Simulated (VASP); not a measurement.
# LiF (P1) in VASP: single point with PBE

Aim: the single point of LiF with PBE.

All numbers are computed with VASP 6.6.1; they aren't measurements. Logs are shortened: lines on timing, memory, paths and dates and some standing lists are left out, and cuts for length are marked.

### 1 The cell of the first run

The typed cell holds 2 atoms: a = 2.848 Å, b = 2.848 Å, c = 2.848 Å, α = 60.00°, β = 60.00°, γ = 60.00°.

### 2 Single point, PBE (one atom moved)

File INCAR:

```
  ALGO = Normal
  EDIFF = 1E-7
  ENCUT = 520
  GGA = PE
  ISIF = 2
  ISMEAR = 0
  LASPH = T
  LCHARG = F
  LREAL = F
  LWAVE = F
  NBANDS = 12
  NELM = 60
  PREC = Accurate
  SIGMA = 0.02
```

File KPOINTS:

```
k-points
0
Gamma
  10 10 10
```

File POSCAR:

```
LiF
1.0
    0.0000000000      2.0140000000      2.0140000000
    2.0140000000      0.0000000000      2.0140000000
    2.0140000000      2.0140000000      0.0000000000
Li F
1 1
Direct
    0.0000000000      0.0000000000      0.0000000000
    0.4369960278      0.4581181728      0.5775124131
```

Potentials or basis: VASP PAW PBE potentials, release 64 (Li_sv, F).

Command:

```console
$ cat potpaw_PBE.64/Li_sv/POTCAR potpaw_PBE.64/F/POTCAR > POTCAR
$ mpirun -np 1 vasp_std > vasp.out
```

OUTCAR:

```text
EDIFF = 1E-7
   ENCUT = 520
   GGA = PE
   ISIF = 2
   ISMEAR = 0
   LASPH = T
   LREAL = F
   NELM = 60
   PREC = Accurate

 ion  position               nearest neighbor table
   1  0.000  0.000  0.000-   2 1.80   2 1.95   2 2.00   2 2.06   2 2.10   2 2.23
   2  0.437  0.458  0.578-   1 1.80   1 1.95   1 2.00   1 2.06   1 2.10   1 2.23

  LATTYP: Found a face centered cubic cell.
 ALAT       =     4.0280000000

  Lattice vectors:

 A1 = (   0.0000000000,   2.0140000000,   2.0140000000)
 A2 = (   2.0140000000,   0.0000000000,   2.0140000000)
 A3 = (   2.0140000000,   2.0140000000,   0.0000000000)

Analysis of symmetry for initial positions (statically):
=====================================================================
 Subroutine PRICEL returns:
 Original cell was already a primitive cell.

 Routine SETGRP: Setting up the symmetry group for a
 face centered cubic supercell.

 Subroutine GETGRP returns: Found  1 space group operations
 (whereof  1 operations were pure point group operations)
 out of a pool of 48 trial point group operations.

The static configuration has the point symmetry C_1 .

Analysis of symmetry for dynamics (positions and initial velocities):
=====================================================================
 Subroutine PRICEL returns:
 Original cell was already a primitive cell.

 Routine SETGRP: Setting up the symmetry group for a
 face centered cubic supercell.

 Subroutine GETGRP returns: Found  1 space group operations
 (whereof  1 operations were pure point group operations)
 out of a pool of 48 trial point group operations.

The dynamic configuration has the point symmetry C_1 .

 Subroutine INISYM returns: Found  1 space group operations
 (whereof  1 operations are pure point group operations),
 and found     1 'primitive' translations

----------------------------------------------------------------------------------------

                                     Primitive cell

  volume of cell :      16.3384

  direct lattice vectors                    reciprocal lattice vectors
     0.000000000  2.014000000  2.014000000    -0.248262165  0.248262165  0.248262165
     2.014000000  0.000000000  2.014000000     0.248262165 -0.248262165  0.248262165
     2.014000000  2.014000000  0.000000000     0.248262165  0.248262165 -0.248262165

  length of vectors
     2.848226115  2.848226115  2.848226115     0.430002683  0.430002683  0.430002683

  position of ions in fractional coordinates (direct lattice)
     0.000000000  0.000000000  0.000000000
     0.436996028  0.458118173  0.577512413

  ion indices of the primitive-cell ions
   primitive index   ion index
                 1           1
                 2           2

----------------------------------------------------------------------------------------

 KPOINTS: k-points

Automatic generation of k-mesh.
 Grid dimensions read from file:
 generate k-points for:   10   10   10

 Generating k-lattice:

  Cartesian coordinates                     Fractional coordinates (reciprocal lattice)
    -0.024826216  0.024826216  0.024826216     0.100000000  0.000000000  0.000000000
     0.024826216 -0.024826216  0.024826216     0.000000000  0.100000000  0.000000000
     0.024826216  0.024826216 -0.024826216     0.000000000  0.000000000  0.100000000

  Length of vectors
     0.043000268  0.043000268  0.043000268

  Shift w.r.t. Gamma in fractional coordinates (k-lattice)
     0.000000000  0.000000000  0.000000000

 Subroutine IBZKPT returns following result:
 ===========================================

 Found    504 irreducible k-points:

 Following reciprocal coordinates:
            Coordinates               Weight
  0.000000  0.000000  0.000000      1.000000
  0.100000  0.000000  0.000000      2.000000
  0.000000  0.100000  0.000000      2.000000
  0.000000  0.000000  0.100000      2.000000
  0.100000  0.100000  0.100000      2.000000
  0.200000  0.000000  0.000000      2.000000
[... 16 lines left out ...]
  0.000000  0.100000  0.100000      2.000000
  0.100000  0.000000  0.100000      2.000000
 [... further k-points ...]
   k-points           NKPTS =    504   k-points in BZ     NKDIM =    504   number of bands    NBANDS=     12
   number of dos      NEDOS =    301   number of ions     NIONS =      2
   total plane-waves  NPLWV =  13824
   dimension x,y,z NGX =    24 NGY =   24 NGZ =   24
   dimension x,y,z NGXF=    48 NGYF=   48 NGZF=   48
   ions per type =               1   1
   NGX,Y,Z   is equivalent  to a cutoff of  14.01, 14.01, 14.01 a.u.
   NGXF,Y,Z  is equivalent  to a cutoff of  28.02, 28.02, 28.02 a.u.
 SYSTEM =  unknown system
   PREC   = accura    normal or accurate (medium, high low for compatibility)
   ISTART =      0    job   : 0-new  1-cont  2-samecut
   ICHARG =      2    charge: 1-file 2-atom 10-const
   ISPIN  =      1    spin polarized calculation?
   LNONCOLLINEAR =      F non collinear calculations
   LSORBIT =      F    spin-orbit coupling
   LASPH  =      T    aspherical Exc in radial PAW
   ENCUT  =  520.0 eV  38.22 Ry    6.18 a.u.   5.30  5.30  5.30*2*pi/ulx,y,z
   NELM   =     60;   NELMIN=  2; NELMDL= -5     # of ELM steps
   EDIFF  = 0.1E-06   stopping-criterion for ELM
   LREAL  =      F    real-space projection
   EDIFFG = 0.1E-05   stopping-criterion for IOM
   NSW    =      0    number of steps for IOM
   IBRION =     -1    ionic relax: 0-MD 1-quasi-New 2-CG
   NFREE  =      0    steps in history (QN), initial steepest desc. (CG)
   ISIF   =      2    stress and relaxation
   ISYM   =      2    0-nonsym 1-usesym 2-fastsym
   POTIM  = 0.5000    time-step for ionic-motion
   TEBEG  =    0.0;   TEEND  =   0.0 temperature during run
   PSTRESS=    0.0 pullay stress
   NELECT =      10.0000    total number of electrons
   NUPDOWN=      -1.0000    fix difference up-down
   EMIN   =  10.00;   EMAX   =-10.00  energy-range for DOS
   EFERMI =   0.00;   METHOD = LEGACY
   ISMEAR =     0;   SIGMA  =   0.02  broadening in eV -4-tet -1-fermi 0-gaus
   EFERMI_NEDOS =   21; number of points for ismear=-14 and -15
   IALGO  =     38    algorithm
   IMIX   =      4    mixing-type and parameters
     AMIX     =   0.40;   BMIX     =  1.00
     AMIX_MAG =   1.60;   BMIX_MAG =  1.00
  volume/ion in A,a.u.               =       8.17        55.13
  Fermi-wavevector in a.u.,A,eV,Ry     =   1.389970  2.626662 26.286674  1.932016
  Thomas-Fermi vector in A             =   2.513950
   LORBIT       =      0    0 simple, 1 ext, 2 COOP (PROOUT), +10 PAW based schemes
   GGA     = PE    functional components
   LHFCALC =     F    Hartree Fock is set to
   AEXX    =    0.0000 exact exchange contribution
   IVDW    =     0    specifies the selected vdW correction
   LEPSILON=     F    determine dielectric tensor
   LRPA    =     F    only Hartree local field effects (RPA)
 non-spin polarized calculation
 Gauss-broadening in eV      SIGMA  =   0.02
  energy-cutoff  :      520.00
  volume of cell :       16.34
 maximum number of plane-waves:       459
 NGX is ok and might be reduce to    24
   NGX = 11   NGY = 11   NGZ = 11

 number of electron      10.0000000 magnetization

 number of electron       9.9999993 magnetization

 Free energy of the ion-electron system (eV)
  ---------------------------------------------------
  ext. energy  EPLUGINS =         0.00000000
  ---------------------------------------------------
  free energy    TOTEN  =        -9.58763832 eV

  energy without entropy =       -9.58763832  energy(sigma->0) =       -9.58763832

 E-fermi :  -0.8103     XC(G=0):  -9.9601

 val. band max:       -1.0175944178   @ k =   0.0000   0.0000   0.0000
 cond. band min:       7.9866795162   @ k =   0.0000   0.0000   0.0000
 fundamental gap:      9.0042739340
 Fermi energy:        -0.8102750740

 k-point     1 :       0.0000    0.0000    0.0000
  band No.  band energies     occupation
      1     -41.8998      2.00000
      2     -21.0096      2.00000
      3      -1.1128      2.00000
      4      -1.0325      2.00000
      5      -1.0176      2.00000
      6       7.9867      0.00000
      7      21.7470      0.00000
      8      21.8095      0.00000
      9      23.1837      0.00000
     10      23.4306      0.00000
     11      24.6078      0.00000
     12      24.7645      0.00000

 k-point     2 :       0.1000    0.0000    0.0000
  band No.  band energies     occupation
      1     -41.8939      2.00000
      2     -20.9712      2.00000
      3      -1.3426      2.00000
      4      -1.1164      2.00000
      5      -1.0403      2.00000
      6       8.2816      0.00000
      7      20.0707      0.00000
      8      21.2706      0.00000
      9      21.9599      0.00000
     10      23.9896      0.00000
     11      24.7095      0.00000
     12      25.2855      0.00000

 k-point     3 :       0.0000    0.1000    0.0000
  band No.  band energies     occupation
      1     -41.8939      2.00000
      2     -20.9719      2.00000
      3      -1.3644      2.00000
      4      -1.0919      2.00000
      5      -1.0395      2.00000
      6       8.2771      0.00000
      7      20.1050      0.00000
      8      21.2995      0.00000
      9      21.9543      0.00000
     10      23.8642      0.00000
     11      24.7468      0.00000
     12      25.3294      0.00000

 k-point     4 :       0.0000    0.0000    0.1000
  band No.  band energies     occupation
      1     -41.8940      2.00000
      2     -20.9705      2.00000
      3      -1.3244      2.00000
      4      -1.1222      2.00000
      5      -1.0557      2.00000
      6       8.2857      0.00000
      7      20.0427      0.00000
      8      21.2515      0.00000
      9      21.9426      0.00000
     10      24.0840      0.00000
     11      24.8267      0.00000
     12      25.1256      0.00000

 k-point     5 :       0.1000    0.1000    0.1000
  band No.  band energies     occupation
      1     -41.8938      2.00000
      2     -20.9723      2.00000
      3      -1.3745      2.00000
      4      -1.0676      2.00000
      5      -1.0521      2.00000
      6       8.2750      0.00000
      7      20.1231      0.00000
      8      21.3123      0.00000
      9      21.9448      0.00000
     10      23.8095      0.00000
     11      24.7895      0.00000
     12      25.3257      0.00000
[... 228 lines left out ...]
      1     -41.8381      2.00000
      2     -20.6000      2.00000
      3      -3.5436      2.00000
      4      -1.3130      2.00000
      5      -1.2803      2.00000
      6       9.8302      0.00000
      7      15.3414      0.00000
      8      18.0198      0.00000
      9      18.6065      0.00000
     10      28.7208      0.00000
     11      29.6819      0.00000
     12      30.0774      0.00000

 k-point    22 :       0.1000    0.1000    0.0000
  band No.  band energies     occupation
      1     -41.8918      2.00000
      2     -20.9599      2.00000
      3      -1.3519      2.00000
      4      -1.1337      2.00000
      5      -1.1221      2.00000
      6       8.3752      0.00000
      7      20.6405      0.00000
      8      20.8608      0.00000
      9      21.3965      0.00000
     10      21.9582      0.00000
     11      26.4429      0.00000
     12      26.4649      0.00000

 k-point    23 :       0.0000    0.1000    0.1000
  band No.  band energies     occupation
      1     -41.8920      2.00000
      2     -20.9571      2.00000
      3      -1.3430      2.00000
      4      -1.1650      2.00000
      5      -1.1194      2.00000
      6       8.4075      0.00000
      7      20.1414      0.00000
      8      21.1873      0.00000
      9      21.6942      0.00000
     10      22.0847      0.00000
     11      26.1379      0.00000
     12      26.2466      0.00000

 k-point    24 :       0.1000    0.0000    0.1000
  band No.  band energies     occupation
      1     -41.8921      2.00000
      2     -20.9567      2.00000
      3      -1.3358      2.00000
      4      -1.1857      2.00000
      5      -1.1083      2.00000
      6       8.4106      0.00000
      7      20.1426      0.00000
      8      21.1911      0.00000
      9      21.5923      0.00000
     10      22.2187      0.00000
     11      26.0622      0.00000
     12      26.2547      0.00000

 [... further k-points ...]

------------------------ aborting loop because EDIFF is reached ----------------------------------------

  FORCE on cell =-STRESS in cart. coord.  units (eV):
  Direction    XX          YY          ZZ          XY          YZ          ZX
  --------------------------------------------------------------------------------------
  -------------------------------------------------------------------------------------
  Total        0.1994360      0.1362710      0.8584946     -0.0027442      0.0140080      0.0356690
  in kB       19.5571591     13.3630470     84.1859818     -0.2691027      1.3736597      3.4977811
  external PRESSURE =      39.0353959 kB  Pullay stress =       0.0000000 kB

 VOLUME and BASIS-vectors are now :
 -----------------------------------------------------------------------------
  energy-cutoff  :      520.00
  volume of cell :       16.34
      direct lattice vectors                 reciprocal lattice vectors
     0.000000000  2.014000000  2.014000000    -0.248262165  0.248262165  0.248262165
     2.014000000  0.000000000  2.014000000     0.248262165 -0.248262165  0.248262165
     2.014000000  2.014000000  0.000000000     0.248262165  0.248262165 -0.248262165

 POSITION                                       TOTAL-FORCE (eV/Angst)
 -----------------------------------------------------------------------------------
      0.00000      0.00000      0.00000         0.097318      0.036747     -0.508668
      2.08576      2.04322      1.80276        -0.097318     -0.036747      0.508668
 -----------------------------------------------------------------------------------
    total drift:                               -0.000170     -0.000233      0.000197

  FREE ENERGIE OF THE ION-ELECTRON SYSTEM (eV)
  ---------------------------------------------------
  free  energy   TOTEN  =        -9.5876383185 eV

  energy  without entropy=       -9.5876383185  energy(sigma->0) =       -9.58763832
```

It took 2.2 min on 1 thread of Intel Xeon 6975P-C, shared host; peak memory 0.2 GiB.

Results:

```
Free energy            : -9.5876 eV
Largest force          : 0.519 eV/Å
Band gap on the k mesh : 9.00 eV, direct
```

Forces on the atoms (eV/Å):
```
Li   0.097  0.037 -0.509
F   -0.097 -0.037  0.509
```

Caveat: the cell differs from its parent crystal (one atom moved); the cutoff is under 1.25 times the usual one of these potentials, so pressure, stress and relaxed cells hold a basis-set (Pulay) error. A k mesh can miss the band edges.
